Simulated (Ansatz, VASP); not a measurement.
Two plane-wave programs on Ca2AgF

```
Ca Ag F
1.0
     3.87705    0.00000    0.00000
    -1.93852    3.35762    0.00000
     0.00000    0.00000    7.34030
Ca Ag F
2 1 1
Direct
  0.33333 0.66667 0.27411
  0.66667 0.33333 0.72589
  0.00000 0.00000 0.00000
  0.00000 0.00000 0.50000
```

Alike in both runs: functional PBE; k mesh 12 × 12 × 6; occupations gaussian, width 0.1 eV; no spin polarisation.

Ansatz relaxed the structure, and its values are those at the end. VASP's run is a single point on that final structure, the one shown.

```csv
,VASP,Ansatz
version,VASP 6.6.1,Ansatz 0.2.0
potentials or method,"VASP PAW PBE potentials, release 64 (Ca_sv, Ag, F), cutoff 520 eV","scalar-relativistic, plane waves, PAW"
valence electrons in the cell,38,46
```

|  | VASP | Ansatz | Ansatz less VASP |
| --- | --- | --- | --- |
| gap on the k mesh at the Fermi level (eV) | none | none | - |
| pressure (GPa) | 0.0 | 0.0 | -0.01 |

A gap of «none» marks a metal or a gap that the smearing closes. VASP's potentials hold 38 valence electrons a cell and Ansatz's 46, so a difference there can come from the potentials and not from the codes.
